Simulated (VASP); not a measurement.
# CsTl2H3 (P6/mmm) in VASP: notebook, part 2 of 2

VASP 6.6.1. Earlier steps stand in the parts before.

### Step 4. Relaxation of cell and atoms, PBE

The input, INCAR:

```
ALGO = Normal ; EDIFF = 1E-6
EDIFFG = -0.01 ; ENCUT = 600
GGA = PE ; IBRION = 2
ISIF = 3 ; ISMEAR = 0
LASPH = T ; LCHARG = F
LREAL = F ; LWAVE = F
NELM = 60 ; NSW = 100
PREC = Accurate ; SIGMA = 0.1
```

The input, KPOINTS:

```
k-points
0
Gamma
  9 9 10
```

The input, POSCAR:

```
CsTl2H3
1.0
    6.2732417900      0.0000000000      0.0000000000
   -3.1366208900      5.4327867500      0.0000000000
    0.0000000000      0.0000000000      3.8004392300
Cs Tl H
1 2 3
Direct
    0.0000000000      0.0000000000      0.0000000000
    0.3333333300      0.6666666700      0.0000000000
    0.6666666700      0.3333333300      0.0000000000
    0.5000000000      0.0000000000      0.5000000000
    0.5000000000      0.5000000000      0.5000000000
    0.0000000000      0.5000000000      0.5000000000
```

Potentials or basis: VASP PAW PBE potentials, release 64 (Cs_sv, Tl_d, H).

On the command line:

```
> cat potpaw_PBE.64/Cs_sv/POTCAR potpaw_PBE.64/Tl_d/POTCAR potpaw_PBE.64/H/POTCAR > POTCAR
> mpirun -np 1 vasp_std > vasp.out
```

OUTCAR:

```text
EDIFF = 1E-6
   EDIFFG = -0.01
   ENCUT = 600
   GGA = PE
   IBRION = 2
   ISIF = 3
   ISMEAR = 0
   LASPH = T
   LREAL = F
   NELM = 60
   NSW = 100
   PREC = Accurate

 ion  position               nearest neighbor table
   1  0.000  0.000  0.000-   2 3.62   3 3.62   2 3.62   3 3.62   3 3.62   2 3.62
   2  0.333  0.667  0.000-   3 3.62   1 3.62   3 3.62   1 3.62   1 3.62   3 3.62
   3  0.667  0.333  0.000-   2 3.62   1 3.62   2 3.62   1 3.62   1 3.62   2 3.62
   4  0.500  0.000  0.500-
   5  0.500  0.500  0.500-
   6  0.000  0.500  0.500-

  LATTYP: Found a hexagonal cell.
 ALAT       =     6.2732417900
 C/A-ratio  =     0.6058174318

  Lattice vectors:

 A1 = (   6.2732417900,   0.0000000000,   0.0000000000)
 A2 = (  -3.1366208900,   5.4327867500,   0.0000000000)
 A3 = (   0.0000000000,   0.0000000000,   3.8004392300)

Analysis of symmetry for initial positions (statically):
=====================================================================
 Subroutine PRICEL returns:
 Original cell was already a primitive cell.

 Routine SETGRP: Setting up the symmetry group for a
 hexagonal supercell.

 Subroutine GETGRP returns: Found 24 space group operations
 (whereof 24 operations were pure point group operations)
 out of a pool of 24 trial point group operations.

The static configuration has the point symmetry D_6h.

Analysis of symmetry for dynamics (positions and initial velocities):
=====================================================================
 Subroutine PRICEL returns:
 Original cell was already a primitive cell.

 Routine SETGRP: Setting up the symmetry group for a
 hexagonal supercell.

 Subroutine GETGRP returns: Found 24 space group operations
 (whereof 24 operations were pure point group operations)
 out of a pool of 24 trial point group operations.

The dynamic configuration has the point symmetry D_6h.

 Subroutine INISYM returns: Found 24 space group operations
 (whereof 24 operations are pure point group operations),
 and found     1 'primitive' translations

----------------------------------------------------------------------------------------

                                     Primitive cell

  volume of cell :     129.5235

  direct lattice vectors                    reciprocal lattice vectors
     6.273241790  0.000000000  0.000000000     0.159407215  0.092033798  0.000000000
    -3.136620890  5.432786750  0.000000000     0.000000000  0.184067597  0.000000000
     0.000000000  0.000000000  3.800439230     0.000000000  0.000000000  0.263127481

  length of vectors
     6.273241790  6.273241784  3.800439230     0.184067596  0.184067597  0.263127481

  position of ions in fractional coordinates (direct lattice)
     0.000000000  0.000000000  0.000000000
     0.333333330  0.666666670  0.000000000
     0.666666670  0.333333330  0.000000000
     0.500000000  0.000000000  0.500000000
     0.500000000  0.500000000  0.500000000
     0.000000000  0.500000000  0.500000000

  ion indices of the primitive-cell ions
   primitive index   ion index
                 1           1
                 2           2
                 3           3
                 4           4
[... 36 lines left out ...]
  0.111111  0.111111  0.000000      6.000000
[... 16 lines left out ...]
  0.333333  0.222222  0.100000     24.000000
  0.333333  0.333333  0.100000      4.000000
 [... further k-points ...]
   k-points           NKPTS =     72   k-points in BZ     NKDIM =     72   number of bands    NBANDS=     23
   number of dos      NEDOS =    301   number of ions     NIONS =      6
   total plane-waves  NPLWV =  75000
   dimension x,y,z NGX =    50 NGY =   50 NGZ =   30
   dimension x,y,z NGXF=   100 NGYF=  100 NGZF=   60
   ions per type =               1   2   3
   NGX,Y,Z   is equivalent  to a cutoff of  13.25, 13.25, 13.12 a.u.
   NGXF,Y,Z  is equivalent  to a cutoff of  26.50, 26.50, 26.25 a.u.
 SYSTEM =  unknown system
   PREC   = accura    normal or accurate (medium, high low for compatibility)
   ISTART =      0    job   : 0-new  1-cont  2-samecut
   ICHARG =      2    charge: 1-file 2-atom 10-const
   ISPIN  =      1    spin polarized calculation?
   LNONCOLLINEAR =      F non collinear calculations
   LSORBIT =      F    spin-orbit coupling
   LASPH  =      T    aspherical Exc in radial PAW
   ENCUT  =  600.0 eV  44.10 Ry    6.64 a.u.  12.53 12.53  7.59*2*pi/ulx,y,z
   NELM   =     60;   NELMIN=  2; NELMDL= -5     # of ELM steps
   EDIFF  = 0.1E-05   stopping-criterion for ELM
   LREAL  =      F    real-space projection
   EDIFFG = -.1E-01   stopping-criterion for IOM
   NSW    =    100    number of steps for IOM
   IBRION =      2    ionic relax: 0-MD 1-quasi-New 2-CG
   NFREE  =      1    steps in history (QN), initial steepest desc. (CG)
   ISIF   =      3    stress and relaxation
   ISYM   =      2    0-nonsym 1-usesym 2-fastsym
   POTIM  = 0.5000    time-step for ionic-motion
   TEBEG  =    0.0;   TEEND  =   0.0 temperature during run
   PSTRESS=    0.0 pullay stress
   NELECT =      38.0000    total number of electrons
   NUPDOWN=      -1.0000    fix difference up-down
   EMIN   =  10.00;   EMAX   =-10.00  energy-range for DOS
   EFERMI =   0.00;   METHOD = LEGACY
   ISMEAR =     0;   SIGMA  =   0.10  broadening in eV -4-tet -1-fermi 0-gaus
   EFERMI_NEDOS =   21; number of points for ismear=-14 and -15
   IALGO  =     38    algorithm
   IMIX   =      4    mixing-type and parameters
     AMIX     =   0.40;   BMIX     =  1.00
     AMIX_MAG =   1.60;   BMIX_MAG =  1.00
  volume/ion in A,a.u.               =      21.59       145.68
  Fermi-wavevector in a.u.,A,eV,Ry     =   1.087810  2.055664 16.100202  1.183331
  Thomas-Fermi vector in A             =   2.223978
   LORBIT       =      0    0 simple, 1 ext, 2 COOP (PROOUT), +10 PAW based schemes
   GGA     = PE    functional components
   LHFCALC =     F    Hartree Fock is set to
   AEXX    =    0.0000 exact exchange contribution
   IVDW    =     0    specifies the selected vdW correction
   LEPSILON=     F    determine dielectric tensor
   LRPA    =     F    only Hartree local field effects (RPA)
 conjugate gradient relaxation of ions
 non-spin polarized calculation
 Gauss-broadening in eV      SIGMA  =   0.10
  energy-cutoff  :      600.00
  volume of cell :      129.52
 maximum number of plane-waves:      4360
 NGX is ok and might be reduce to    50
   NGX = 25   NGY = 25   NGZ = 15

--------------------------------------- Ionic step        1  -------------------------------------------

 number of electron      38.0000003 magnetization

 Free energy of the ion-electron system (eV)
  ---------------------------------------------------
  ext. energy  EPLUGINS =         0.00000000
  ---------------------------------------------------
  free energy    TOTEN  =       -13.42074463 eV

  energy without entropy =      -13.41318567  energy(sigma->0) =      -13.41696515

------------------------ aborting loop because EDIFF is reached ----------------------------------------

  FORCE on cell =-STRESS in cart. coord.  units (eV):
  Direction    XX          YY          ZZ          XY          YZ          ZX
  --------------------------------------------------------------------------------------
  -------------------------------------------------------------------------------------
  Total        1.8004100      1.8004100     -0.5039916      0.0000000     -0.0000000     -0.0000000
  in kB       22.2706824     22.2706823     -6.2342664      0.0000000     -0.0000000     -0.0000000
  external PRESSURE =      12.7690328 kB  Pullay stress =       0.0000000 kB
[... 187 lines left out ...]
--------------------------------------- Ionic step        6  -------------------------------------------

 number of electron      37.9999998 magnetization

 Free energy of the ion-electron system (eV)
  ---------------------------------------------------
  ext. energy  EPLUGINS =         0.00000000
  ---------------------------------------------------
  free energy    TOTEN  =       -13.52678473 eV

  energy without entropy =      -13.52253709  energy(sigma->0) =      -13.52466091

 E-fermi :   3.5544     XC(G=0):  -8.4534

 val. band max:        3.5539979683   @ k =   0.2222   0.0000   0.0000
 cond. band min:       3.5911036242   @ k =   0.4444   0.1111   0.5000
 fundamental gap:      0.0371056559
 Fermi energy:         3.5544021603

 k-point     1 :       0.0000    0.0000    0.0000
  band No.  band energies     occupation
      1     -20.4079      2.00000
      2      -8.2086      2.00000
      3      -8.1986      2.00000
      4      -8.1986      2.00000
      5      -8.1815      2.00000
      6      -8.1815      2.00000
[... 613 lines left out ...]
     22       5.6102      0.00000
     23       5.6102      0.00000

 [... further k-points ...]

------------------------ aborting loop because EDIFF is reached ----------------------------------------

  FORCE on cell =-STRESS in cart. coord.  units (eV):
  Direction    XX          YY          ZZ          XY          YZ          ZX
  --------------------------------------------------------------------------------------
  -------------------------------------------------------------------------------------
  Total       -0.0288575     -0.0288575     -0.0354060     -0.0000000     -0.0000000      0.0000000
  in kB       -0.3293295     -0.3293295     -0.4040626     -0.0000000     -0.0000000      0.0000000
  external PRESSURE =      -0.3542405 kB  Pullay stress =       0.0000000 kB
[... 21 lines left out ...]
  FREE ENERGIE OF THE ION-ELECTRON SYSTEM (eV)
  ---------------------------------------------------
  free  energy   TOTEN  =       -13.5267847305 eV

  energy  without entropy=      -13.5225370874  energy(sigma->0) =      -13.52466091

 reached required accuracy - stopping structural energy minimisation
```

OSZICAR:

```text
N       E                     dE             d eps       ncg     rms          rms(c)
DAV:   1     0.214542308490E+03    0.21454E+03   -0.20350E+04  3312   0.165E+03
[... 55 lines left out ...]
DAV:   1    -0.135451236747E+02   -0.19298E-01   -0.55684E-01  3529   0.507E+00    0.698E-01
DAV:   2    -0.135306871784E+02    0.14436E-01   -0.27832E-02  3515   0.129E+00    0.291E-01
DAV:   3    -0.135270509537E+02    0.36362E-02   -0.10155E-02  3781   0.718E-01    0.184E-01
DAV:   4    -0.135268120289E+02    0.23892E-03   -0.11752E-03  3697   0.238E-01    0.300E-02
DAV:   5    -0.135267837176E+02    0.28311E-04   -0.20075E-04  3856   0.103E-01    0.115E-02
DAV:   6    -0.135267852247E+02   -0.15071E-05   -0.23027E-05  3848   0.266E-02    0.496E-03
DAV:   7    -0.135267847305E+02    0.49412E-06   -0.26707E-06  3059   0.931E-03
   6 F= -.13526785E+02 E0= -.13524661E+02  d E =-.449277E-02
```

CONTCAR:

```text
CsTl2H3
   1.00000000000000
     6.6303941034339813    0.0000000003274802   -0.0000000000000000
    -3.3151970461487212    5.7420897255711187   -0.0000000000000000
    -0.0000000000000000    0.0000000000000000    3.6874755584096248
  Cs              Tl              H
     1     2     3
Direct
     1.0000000000000000    0.0000000000000000    1.0000000000000000
     0.3333333300000021    0.6666666699999979    0.0000000000000000
     0.6666666699999979    0.3333333300000021    0.0000000000000000
     0.5000000000000000    0.0000000000000000    0.5000000000000000
     0.5000000000000000    0.5000000000000000    0.5000000000000000
     1.0000000000000000    0.5000000000000000    0.5000000000000000

  0.00000000E+00  0.00000000E+00  0.00000000E+00
  0.00000000E+00  0.00000000E+00  0.00000000E+00
  0.00000000E+00  0.00000000E+00  0.00000000E+00
  0.00000000E+00  0.00000000E+00  0.00000000E+00
  0.00000000E+00  0.00000000E+00  0.00000000E+00
  0.00000000E+00  0.00000000E+00  0.00000000E+00
```

It took 22 min on 1 thread of Intel Xeon Platinum 8375C at 2.90GHz (Ice Lake), shared host; peak memory 0.46 GiB.

What came out:

```
Free energy                           : -13.5268 eV
Relaxed volume                        : 23.40 Å³/atom
Relaxed cell                          : a = 6.630 Å, b = 6.630 Å, c = 3.687 Å, α = 90.00°, β = 90.00°, γ = 120.00°
Space group after relaxing (to 0.1 Å) : P6/mmm (No. 191)
Energy gained by relaxing             : 17.7 meV/atom
Ionic steps                           : 6
Pressure after relaxing               : 0.0 GPa
Band gap on the k mesh                : zero (bands 19 and 20 overlap by 0.96 eV)
```

Step by step:
| step | energy change (eV) | largest force (eV/Å) | pressure (GPa) | volume (Å³) |
| --- | --- | --- | --- | --- |
| 1 | 0.0000 | 0.0000 | 1.28 | 129.52 |
| 2 | -0.0462 | 0.0000 | 0.79 | 132.76 |
| 3 | -0.1011 | 0.0000 | -0.20 | 141.42 |
| 4 | -0.1015 | 0.0000 | -0.29 | 142.30 |
| 5 | -0.1051 | 0.0000 | -0.14 | 141.21 |
| 6 | -0.1060 | 0.0000 | -0.04 | 140.39 |

Final structure:
```
CELL_PARAMETERS angstrom
6.63039 0.00000 0.00000
-3.31520 5.74209 0.00000
0.00000 0.00000 3.68748
ATOMIC_POSITIONS crystal
Cs 0.00000 0.00000 0.00000
Tl 0.33333 0.66667 0.00000
Tl 0.66667 0.33333 0.00000
H 0.50000 0.00000 0.50000
H 0.50000 0.50000 0.50000
H 0.00000 0.50000 0.50000
```

Levels at points of the mesh, in eV from the Fermi level:
```tsv
k point	band 17	band 18	band 19	band 20	band 21	band 22
(0.00, 0.00, 0.00)	-3.84	-3.84	0.53	1.57	1.57	2.03
(0.00, 0.00, 0.50)	-4.29	-1.77	-1.77	-0.07	-0.07	0.26
```

Caveat: spin-orbit coupling is left out, which moves the levels of the heavy elements.

### Step 5. The runs side by side

```csv
task,cell,k mesh,cutoff (eV),gap on the mesh (eV),pressure (GPa)
single point,"a = 6.273, b = 6.273, c = 3.800 Å, angles 90.0, 90.0, 120.0°, 6 atoms",3 × 3 × 4,520,none,0.7
single point,"a = 6.619, b = 6.619, c = 3.683 Å, angles 90.0, 90.0, 120.0°, 6 atoms",9 × 9 × 10,520,none,0.0
relaxation of cell and atoms,"relaxed from a = 6.273, b = 6.273, c = 3.800 Å, angles 90.0, 90.0, 120.0°, 6 atoms",9 × 9 × 10,600,none,0.0
```

Alike in all rows: level PBE; potentials or basis VASP PAW PBE potentials, release 64 (Cs_sv, Tl_d, H); no spin polarisation; smearing gaussian 0.1 eV.

Caveats: some runs use coarse meshes; spin-orbit coupling is left out, which moves the levels of the heavy elements.

Absolute energies hang on the potentials; compare differences alone.

The gap in the log of VASP goes by the Fermi energy; the results here count the filled bands.